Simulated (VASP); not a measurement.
A run of VASP 6.6.1:

The input INCAR:

```
SYSTEM = Sn
PREC     = Accurate       ! precision mode
ENCUT    = 520            ! plane-wave cutoff, eV
EDIFF    = 1E-6           ! SCF threshold, eV
ISMEAR   = -1             ! smearing method
SIGMA    = 0.05           ! smearing width, eV
LREAL    = .FALSE.        ! projectors in reciprocal space
LASPH    = .TRUE.         ! aspherical terms in the spheres
NELM     = 80             ! most SCF steps
ALGO     = Fast           ! electronic algorithm
ISIF     = 2              ! what is computed and relaxed
LWAVE    = .FALSE.        ! write WAVECAR
LCHARG   = .FALSE.        ! write CHGCAR
GGA      = PS             ! functional
NBANDS   = 21             ! bands
```

Contents of KPOINTS:

```
Automatic mesh
0
G
  7 7 7
  0 0 0
```

The input POSCAR:

```
Sn
1.0
   -0.0323334280      3.2333428000      3.2333428000
    3.2333428000     -0.0323334280      3.2333428000
    3.2010093720      3.2010093720      0.0000000000
Sn
2
Direct
    0.7500000000      0.7500000000      0.7500000000
    0.5000000000      0.5000000000      0.5000000000
```

Potentials or basis: VASP PAW PBE potentials, release 64 (Sn_d).

The run is started by

```sh
$ cat potpaw_PBE.64/Sn_d/POTCAR > POTCAR
$ mpirun -np 1 vasp_std > vasp.out
```

Hardware: 1 thread of Intel(R) Xeon(R) 6975P-C (Granite Rapids), on a shared host.

Q: Estimate the wall time of this run.

A: It took 37 s on 1 thread of Intel(R) Xeon(R) 6975P-C (Granite Rapids), with other jobs on the host, peak memory 0.24 GiB. Counts: scf iterations 13, k points 64.
